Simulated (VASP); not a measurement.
Write the native input for VASP 6.6.1 that does the following.

* Task: single point
* Functional: r2SCAN
* Potentials or basis: VASP PAW PBE potentials, release 64 (Mg_sv, O)
* Cutoff: 920 eV
* k mesh: 10 × 10 × 10
* Occupations: gaussian, width 0.02 eV
* Spin: no spin polarisation
* Dipole correction: no
* Further INCAR settings: ALGO = Normal; EDIFF = 1e-06; NBANDS = 15

Crystal: MgO.

```
Mg O
1.0
     0.00000    2.10377    2.10377
     2.10377    0.00000    2.10377
     2.10377    2.10377    0.00000
Mg O
1 1
Direct
  0.00000 0.00000 0.00000
  0.50000 0.50000 0.50000
```

These files were run (other wordings do the same):

POSCAR

```
MgO
1.0
    0.0000000000      2.1037650690      2.1037650690
    2.1037650690      0.0000000000      2.1037650690
    2.1037650690      2.1037650690      0.0000000000
Mg O
1 1
Direct
    0.0000000000      0.0000000000      0.0000000000
    0.5000000000      0.5000000000      0.5000000000
```

INCAR.step1

```
PREC     = Accurate       # precision mode
ENCUT    = 920            # plane-wave cutoff, eV
ISMEAR   = 0              # smearing method
SIGMA    = 0.02           # smearing width, eV
LREAL    = False          # projectors in reciprocal space
LASPH    = True           # aspherical terms in the spheres
NELM     = 120            # most SCF steps
NBANDS   = 15             # bands
GGA      = PE             # functional
ALGO     = Normal         # electronic algorithm
EDIFF    = 1E-5           # SCF threshold, eV
LWAVE    = True           # write WAVECAR
LCHARG   = False          # write CHGCAR
GGA_COMPAT= False
```

INCAR.step2

```
PREC     = Accurate       # precision mode
ENCUT    = 920            # plane-wave cutoff, eV
EDIFF    = 1E-6           # SCF threshold, eV
ISMEAR   = 0              # smearing method
SIGMA    = 0.02           # smearing width, eV
LREAL    = False          # projectors in reciprocal space
LASPH    = True           # aspherical terms in the spheres
NELM     = 120            # most SCF steps
ALGO     = Normal         # electronic algorithm
ISIF     = 2              # what is computed and relaxed
LWAVE    = False          # write WAVECAR
LCHARG   = True           # write CHGCAR
METAGGA  = R2SCAN         # meta-GGA
LMIXTAU  = True         
LELF     = True           # ELF
LVHAR    = True         
NBANDS   = 15             # bands
ISTART   = 1            
GGA_COMPAT= False
```

KPOINTS

```
regular mesh
0
Gamma
  10 10 10
```

Potentials or basis: VASP PAW PBE potentials, release 64 (Mg_sv, O).

The run is started by

```bash
$ cat potpaw_PBE.64/Mg_sv/POTCAR potpaw_PBE.64/O/POTCAR > POTCAR
$ cp INCAR.step1 INCAR
$ mpirun -np 1 vasp_std > vasp.out
$ cp INCAR.step2 INCAR
$ mpirun -np 1 vasp_std > vasp.out
```

Results of the run:

- Pressure: 0.1 GPa
- Band gap on the k mesh: 5.68 eV

Caveat: the PAW data sets were made with another functional, which shifts forces and pressure a little.

It took 2.7 min on 1 thread of AMD EPYC 7R43 64-Core Processor (Zen 3), on a shared host, peak memory 0.15 GiB.
